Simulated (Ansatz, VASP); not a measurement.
## GaSb: VASP beside Ansatz

Contents of INCAR:

```
  PREC = Accurate
  ENCUT = 520
  EDIFF = 1E-6
  ISMEAR = 0
  SIGMA = 0.15
  LREAL = False
  LASPH = True
  NELM = 80
  ALGO = Normal
  ISIF = 2
  LWAVE = False
  LCHARG = False
  GGA = PE
  NBANDS = 16
```

The input KPOINTS:

```
regular mesh
0
Gamma
  16 16 16
```

POSCAR

```
GaSb
1.0
   -1.6888290409      2.5903575563      2.7388012409
    1.6888290409     -2.5903575563      2.7388012409
    1.6888290409      2.5903575563     -2.7388012409
Ga Sb
1 1
Direct
    0.0000000000      0.0000000000      0.0000000000
    0.5000000000      0.5000000000      0.0000000000
```

Input for Ansatz:

```yaml
crystal:
  lattice:
    - [-1.6888290409, 2.5903575563, 2.7388012409]
    - [1.6888290409, -2.5903575563, 2.7388012409]
    - [1.6888290409, 2.5903575563, -2.7388012409]
  atoms:
    - { symbol: Ga, position: [0.0, 0.0, 0.0] }
    - { symbol: Sb, position: [0.5, 0.5, 0.0] }
basis:
  ecutwfc: 420
kpoints:
  mp_grid: { grid: [16, 16, 16] }
hamiltonian:
  xc: pbe
  pseudopotentials: { kind: paw, azcp: { folder: soft_1 } }
scf:
  occupations: { method: gaussian, width: 0.15 }
output:
  forces: true
  stress: true
  eigenvalues: true
```

Change from the starting cell: strain +e along x and -e along y +0.0267, strain +e along z and -e/2 along x and y -0.0500.

Alike in both runs: task single point; functional PBE; k mesh 16 × 16 × 16; occupations gaussian, width 0.15 eV; no spin polarisation.

```csv
,VASP,Ansatz
version,VASP 6.6.1,Ansatz 0.2.0
potentials or method,"VASP PAW PBE potentials, release 64 (Ga_d, Sb), cutoff 520 eV","scalar-relativistic, plane waves, PAW"
valence electrons in the cell,18,28
```

Ansatz gave:

```
gap on the k mesh at the Fermi level (eV)                     : none
pressure (GPa)                                                : 1.0
traceless stress, the component that is largest in VASP (GPa) : 6.56
```

Task: What did VASP give for the same quantities?

Result: gap on the k mesh at the Fermi level (eV): none; pressure (GPa): 1.0; traceless stress, the component that is largest in VASP (GPa): 6.61.

A gap of «none» marks a metal or a gap that the smearing closes. VASP's potentials hold 18 valence electrons a cell and Ansatz's 28, so a difference there can come from the potentials and not from the codes.

Spin-orbit coupling is off throughout.
